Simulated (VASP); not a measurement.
# Ba (Pm-3m) in VASP: single point with LDA

Aim: the single point of Ba with LDA.

Everything below comes from runs of VASP 6.6.1. Logs are shortened: lines on timing, memory, paths and dates and some standing lists are left out, and cuts for length are marked.

### Step 1. The cell of the first run

It takes space group Pm-3m (No. 221, cubic). The conventional cell has a = 3.700 Å, b = 3.700 Å, c = 3.700 Å, α = 90.00°, β = 90.00°, γ = 90.00°. Within 4.9 Å of Ba (site symmetry m-3m) lie 6 Ba at 3.70 Å.

### Step 2. Single point, LDA

INCAR reads:

```
SYSTEM = Ba
  PREC = Accurate
  ENCUT = 520
  EDIFF = 1E-6
  ISMEAR = -1
  SIGMA = 0.13605693000000002
  LREAL = .False.
  LASPH = .True.
  NELM = 60
  ALGO = Normal
  ISIF = 2
  LWAVE = .False.
  LCHARG = .False.
  NBANDS = 11
```

KPOINTS reads:

```
regular mesh
0
Gamma
  9 9 9
  0 0 0
```

POSCAR reads:

```
Ba
1.0
    3.7004869094      0.0000000000      0.0000000000
    0.0000000000      3.7004869094      0.0000000000
    0.0000000000      0.0000000000      3.7004869094
Ba
1
Direct
    0.0000000000      0.0000000000      0.0000000000
```

Potentials or basis: VASP PAW LDA potentials, release 64 (Ba_sv).

Started as:

```sh
cat potpaw_LDA.64/Ba_sv/POTCAR > POTCAR
mpirun -np 1 vasp_std > vasp.out
```

OUTCAR:

```text
SYSTEM = Ba
   PREC = Accurate
   ENCUT = 520
   EDIFF = 1E-6
   ISMEAR = -1
   LREAL = .False.
   LASPH = .True.
   NELM = 60
   ISIF = 2

 ion  position               nearest neighbor table
   1  0.000  0.000  0.000-

  LATTYP: Found a simple cubic cell.
 ALAT       =     3.7004869094

  Lattice vectors:

 A1 = (   3.7004869094,   0.0000000000,   0.0000000000)
 A2 = (   0.0000000000,   3.7004869094,   0.0000000000)
 A3 = (   0.0000000000,   0.0000000000,   3.7004869094)

Analysis of symmetry for initial positions (statically):
=====================================================================
 Subroutine PRICEL returns:
 Original cell was already a primitive cell.

 Routine SETGRP: Setting up the symmetry group for a
 simple cubic supercell.

 Subroutine GETGRP returns: Found 48 space group operations
[... 9 lines left out ...]

 Routine SETGRP: Setting up the symmetry group for a
 simple cubic supercell.

 Subroutine GETGRP returns: Found 48 space group operations
[... 11 lines left out ...]
                                     Primitive cell

  volume of cell :      50.6730

  direct lattice vectors                    reciprocal lattice vectors
     3.700486909  0.000000000  0.000000000     0.270234708  0.000000000  0.000000000
     0.000000000  3.700486909  0.000000000     0.000000000  0.270234708  0.000000000
     0.000000000  0.000000000  3.700486909     0.000000000  0.000000000  0.270234708

  length of vectors
     3.700486909  3.700486909  3.700486909     0.270234708  0.270234708  0.270234708

  position of ions in fractional coordinates (direct lattice)
     0.000000000  0.000000000  0.000000000

  ion indices of the primitive-cell ions
   primitive index   ion index
                 1           1

----------------------------------------------------------------------------------------

 KPOINTS: regular mesh

Automatic generation of k-mesh.
 Grid dimensions read from file:
 generate k-points for:    9    9    9

 Generating k-lattice:

  Cartesian coordinates                     Fractional coordinates (reciprocal lattice)
     0.030026079  0.000000000  0.000000000     0.111111111  0.000000000  0.000000000
     0.000000000  0.030026079  0.000000000     0.000000000  0.111111111  0.000000000
     0.000000000  0.000000000  0.030026079     0.000000000  0.000000000  0.111111111

  Length of vectors
     0.030026079  0.030026079  0.030026079

  Shift w.r.t. Gamma in fractional coordinates (k-lattice)
     0.000000000  0.000000000  0.000000000

 Subroutine IBZKPT returns following result:
 ===========================================

 Found     35 irreducible k-points:

 Following reciprocal coordinates:
            Coordinates               Weight
  0.000000  0.000000  0.000000      1.000000
  0.111111  0.000000  0.000000      6.000000
  0.222222  0.000000  0.000000      6.000000
  0.333333  0.000000  0.000000      6.000000
  0.444444  0.000000  0.000000      6.000000
  0.111111  0.111111  0.000000     12.000000
[... 16 lines left out ...]
  0.333333  0.333333  0.111111     24.000000
  0.444444  0.333333  0.111111     48.000000
 [... further k-points ...]
   k-points           NKPTS =     35   k-points in BZ     NKDIM =     35   number of bands    NBANDS=     11
   number of dos      NEDOS =    301   number of ions     NIONS =      1
   total plane-waves  NPLWV =  21952
   dimension x,y,z NGX =    28 NGY =   28 NGZ =   28
   dimension x,y,z NGXF=    56 NGYF=   56 NGZF=   56
   ions per type =               1
   NGX,Y,Z   is equivalent  to a cutoff of  12.58, 12.58, 12.58 a.u.
   NGXF,Y,Z  is equivalent  to a cutoff of  25.16, 25.16, 25.16 a.u.
 SYSTEM =  Ba
   PREC   = accura    normal or accurate (medium, high low for compatibility)
   ISTART =      0    job   : 0-new  1-cont  2-samecut
   ICHARG =      2    charge: 1-file 2-atom 10-const
   ISPIN  =      1    spin polarized calculation?
   LNONCOLLINEAR =      F non collinear calculations
   LSORBIT =      F    spin-orbit coupling
   LASPH  =      T    aspherical Exc in radial PAW
   ENCUT  =  520.0 eV  38.22 Ry    6.18 a.u.   6.88  6.88  6.88*2*pi/ulx,y,z
   NELM   =     60;   NELMIN=  2; NELMDL= -5     # of ELM steps
   EDIFF  = 0.1E-05   stopping-criterion for ELM
   LREAL  =      F    real-space projection
   EDIFFG = 0.1E-04   stopping-criterion for IOM
   NSW    =      0    number of steps for IOM
   IBRION =     -1    ionic relax: 0-MD 1-quasi-New 2-CG
   NFREE  =      0    steps in history (QN), initial steepest desc. (CG)
   ISIF   =      2    stress and relaxation
   ISYM   =      2    0-nonsym 1-usesym 2-fastsym
   POTIM  = 0.5000    time-step for ionic-motion
   TEBEG  =    0.0;   TEEND  =   0.0 temperature during run
   PSTRESS=    0.0 pullay stress
   NELECT =      10.0000    total number of electrons
   NUPDOWN=      -1.0000    fix difference up-down
   EMIN   =  10.00;   EMAX   =-10.00  energy-range for DOS
   EFERMI =   0.00;   METHOD = LEGACY
   ISMEAR =    -1;   SIGMA  =   0.14  broadening in eV -4-tet -1-fermi 0-gaus
   EFERMI_NEDOS =   21; number of points for ismear=-14 and -15
   IALGO  =     38    algorithm
   IMIX   =      4    mixing-type and parameters
     AMIX     =   0.40;   BMIX     =  1.00
     AMIX_MAG =   1.60;   BMIX_MAG =  1.00
  volume/ion in A,a.u.               =      50.67       341.96
  Fermi-wavevector in a.u.,A,eV,Ry     =   0.953124  1.801143 12.360143  0.908445
  Thomas-Fermi vector in A             =   2.081750
   LORBIT       =      0    0 simple, 1 ext, 2 COOP (PROOUT), +10 PAW based schemes
   GGA     = CA    functional components
   LHFCALC =     F    Hartree Fock is set to
   AEXX    =    0.0000 exact exchange contribution
   IVDW    =     0    specifies the selected vdW correction
   LEPSILON=     F    determine dielectric tensor
   LRPA    =     F    only Hartree local field effects (RPA)
 non-spin polarized calculation
  energy-cutoff  :      520.00
  volume of cell :       50.67
 maximum number of plane-waves:      1385
 NGX is ok and might be reduce to    28
   NGX = 13   NGY = 13   NGZ = 13

 number of electron      10.0000000 magnetization

 number of electron       9.9999999 magnetization

 Free energy of the ion-electron system (eV)
  ---------------------------------------------------
  ext. energy  EPLUGINS =         0.00000000
  ---------------------------------------------------
  free energy    TOTEN  =        -1.99297336 eV

  energy without entropy =       -1.90791653  energy(sigma->0) =       -1.95044494

 E-fermi :   2.1296     XC(G=0):  -8.3360

 val. band max:        2.0203766553   @ k =   0.1111   0.0000   0.0000
 cond. band min:       2.1969001547   @ k =   0.1111   0.1111   0.0000
 fundamental gap:      0.1765234993
 Fermi energy:         2.1295963584

 k-point     1 :       0.0000    0.0000    0.0000
  band No.  band energies     occupation
      1     -26.7311      2.00000
      2     -11.3348      2.00000
      3     -11.3348      2.00000
      4     -11.3348      2.00000
      5      -0.4570      2.00000
      6       1.9519      1.57372
      7       1.9519      1.57372
      8       8.0477      0.00000
      9       8.0477      0.00000
     10       8.0477      0.00000
     11      10.9230      0.00000

 k-point     2 :       0.1111    0.0000    0.0000
  band No.  band energies     occupation
      1     -26.7167      2.00000
      2     -11.5003      2.00000
      3     -11.3208      2.00000
      4     -11.3208      2.00000
      5      -0.2287      2.00000
      6       2.0204      1.38112
      7       2.2360      0.62786
      8       7.4314      0.00000
      9       7.4314      0.00000
     10       8.0864      0.00000
     11      10.0737      0.00000

 k-point     3 :       0.2222    0.0000    0.0000
  band No.  band energies     occupation
      1     -26.6799      2.00000
      2     -11.8905      2.00000
      3     -11.2850      2.00000
      4     -11.2850      2.00000
      5       0.3117      2.00000
      6       2.2059      0.72688
      7       2.9808      0.00383
      8       6.4199      0.00000
      9       6.4199      0.00000
     10       8.1877      0.00000
     11       8.9411      0.00000

 k-point     4 :       0.3333    0.0000    0.0000
  band No.  band energies     occupation
      1     -26.6373      2.00000
      2     -12.2942      2.00000
      3     -11.2437      2.00000
      4     -11.2437      2.00000
      5       0.9482      1.99966
      6       2.4428      0.18197
      7       3.6037      0.00004
      8       5.6159      0.00000
      9       5.6159      0.00000
     10       8.3092      0.00000
     11       8.7841      0.00000

 k-point     5 :       0.4444    0.0000    0.0000
  band No.  band energies     occupation
      1     -26.6091      2.00000
      2     -12.5393      2.00000
      3     -11.2164      2.00000
      4     -11.2164      2.00000
      5       1.4791      1.98336
      6       2.6170      0.05413
      7       3.5664      0.00005
      8       5.1861      0.00000
      9       5.1861      0.00000
     10       8.3924      0.00000
     11       9.7449      0.00000
[... 211 lines left out ...]
 k-point    21 :       0.3333    0.2222    0.1111
  band No.  band energies     occupation
      1     -26.5734      2.00000
      2     -12.2024      2.00000
      3     -11.7553      2.00000
      4     -11.3485      2.00000
      5       1.6929      1.92237
      6       2.9372      0.00527
      7       3.9493      0.00000
      8       4.7282      0.00000
      9       6.0051      0.00000
     10       6.2922      0.00000
     11      10.1033      0.00000

 k-point    22 :       0.4444    0.2222    0.1111
  band No.  band energies     occupation
      1     -26.5457      2.00000
      2     -12.4408      2.00000
      3     -11.7208      2.00000
      4     -11.3197      2.00000
      5       2.0087      1.41714
      6       2.7339      0.02328
      7       3.9703      0.00000
      8       4.2977      0.00000
      9       6.4427      0.00000
     10       6.8611      0.00000
     11      10.3052      0.00000

 k-point    23 :       0.3333    0.3333    0.1111
  band No.  band energies     occupation
      1     -26.5321      2.00000
      2     -12.1568      2.00000
      3     -12.1256      2.00000
      4     -11.3061      2.00000
      5       1.6100      1.95703
      6       2.8694      0.00866
      7       4.6813      0.00000
      8       4.7789      0.00000
      9       6.1913      0.00000
     10       6.2432      0.00000
     11      10.2697      0.00000

 k-point    24 :       0.4444    0.3333    0.1111
  band No.  band energies     occupation
      1     -26.5047      2.00000
      2     -12.3764      2.00000
      3     -12.1007      2.00000
      4     -11.2780      2.00000
      5       1.3696      1.99253
      6       3.0631      0.00209
      7       4.4318      0.00000
      8       4.8452      0.00000
      9       6.3554      0.00000
     10       7.2762      0.00000
     11      10.1699      0.00000

 [... further k-points ...]
[... 5 lines left out ...]
  --------------------------------------------------------------------------------------
  -------------------------------------------------------------------------------------
  Total        0.1021908      0.1021908      0.1021908      0.0000000      0.0000000     -0.0000000
  in kB        3.2310647      3.2310647      3.2310647      0.0000000      0.0000000     -0.0000000
  external PRESSURE =       3.2310647 kB  Pullay stress =       0.0000000 kB

 VOLUME and BASIS-vectors are now :
 -----------------------------------------------------------------------------
  energy-cutoff  :      520.00
  volume of cell :       50.67
      direct lattice vectors                 reciprocal lattice vectors
     3.700486909  0.000000000  0.000000000     0.270234708  0.000000000  0.000000000
     0.000000000  3.700486909  0.000000000     0.000000000  0.270234708  0.000000000
     0.000000000  0.000000000  3.700486909     0.000000000  0.000000000  0.270234708

 POSITION                                       TOTAL-FORCE (eV/Angst)
 -----------------------------------------------------------------------------------
      0.00000      0.00000      0.00000         0.000000      0.000000      0.000000
 -----------------------------------------------------------------------------------
    total drift:                               -0.000000      0.000000     -0.000000

  FREE ENERGIE OF THE ION-ELECTRON SYSTEM (eV)
  ---------------------------------------------------
  free  energy   TOTEN  =        -1.9929733593 eV

  energy  without entropy=       -1.9079165280  energy(sigma->0) =       -1.95044494
```

It took 5.9 s on 1 thread of Intel Xeon Platinum 8488C (Sapphire Rapids), shared host; peak memory 0.14 GiB.

Results:

```yaml
Free_energy: -1.9930 eV
Pressure: 0.3 GPa
Band_gap_on_the_k_mesh: zero (band 5 reaches 2.01 eV, above the bottom of band 6 at 1.95 eV)
```

Levels at points of the mesh, in eV from the Fermi level:
```tsv
k point	band 2	band 3	band 4	band 5	band 6	band 7	band 8	band 9
(0.00, 0.00, 0.00)	-13.46	-13.46	-13.46	-2.59	-0.18	-0.18	5.92	5.92
```

Caveat: spin-orbit coupling is left out, which moves the levels of the heavy elements.
